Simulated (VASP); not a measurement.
Here is a VASP 6.6.1 calculation.

File INCAR:

```
SYSTEM = PbS
  PREC = Accurate
  ENCUT = 520
  EDIFF = 1E-8
  ISMEAR = -1
  SIGMA = 0.01
  LREAL = .False.
  LASPH = .True.
  NELM = 60
  ALGO = Normal
  ISIF = 2
  LWAVE = .False.
  LCHARG = .False.
  GGA = CA
  LEFG = .True.
  NBANDS = 17
```

Contents of KPOINTS:

```
regular mesh
0
Gamma
  7 7 7
  0 0 0
```

Contents of POSCAR:

```
PbS
1.0
    0.0000000000      2.9044728123      2.9044728123
    2.9044728123      0.0000000000      2.9044728123
    2.9044728123      2.9044728123      0.0000000000
Pb S
1 1
Direct
    0.0000000000      0.0000000000      0.0000000000
    0.5000000000      0.5000000000      0.5000000000
```

Potentials or basis: VASP PAW LDA potentials, release 64 (Pb_d, S).

The run is started by

```sh
$ cat potpaw_LDA.64/Pb_d/POTCAR potpaw_LDA.64/S/POTCAR > POTCAR
$ mpirun -np 1 vasp_std > vasp.out
```

**Question.** Estimate the pressure.

**Answer.** 1.2 GPa.

Caveat: without QUAD_EFG the Cq values of the log hold for a quadrupole moment of 1 mb, not for the nuclei.
